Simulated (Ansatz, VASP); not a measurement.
**AlN: VASP beside Ansatz**

```
Al N
1.0
     3.13021    0.00000    0.00000
    -1.56510    2.71084    0.00000
     0.00000    0.00000    5.01804
Al N
2 2
Cartesian
  1.5651 0.9036 2.5052
  0.0000 1.8072 5.0142
  1.5651 0.9036 4.4197
  0.0000 1.8072 1.9107
```

Alike in both runs: functional PBE; k mesh 12 × 12 × 6; occupations gaussian, width 0.02 eV; no spin polarisation.

Ansatz relaxed the structure, and its values are those at the end. VASP's run is a single point on that final structure, the one shown.

|  | VASP | Ansatz |
| --- | --- | --- |
| version | VASP 6.6.1 | Ansatz 0.2.0 |
| potentials or method | VASP PAW PBE potentials, release 64 (Al, N), cutoff 520 eV | scalar-relativistic, plane waves, PAW |
| valence electrons in the cell | 16 | 16 |

Ansatz gave:

```
gap on the k mesh at the Fermi level (eV) : 4.03
least direct gap on the mesh (eV)         : 4.03
pressure (GPa)                            : 0.0
```

Problem. Estimate VASP's values.

Solution. gap on the k mesh at the Fermi level (eV): 4.04; least direct gap on the mesh (eV): 4.04; pressure (GPa): -0.3.

The functional is the same, so the differences come from potentials, cutoffs and numerics.
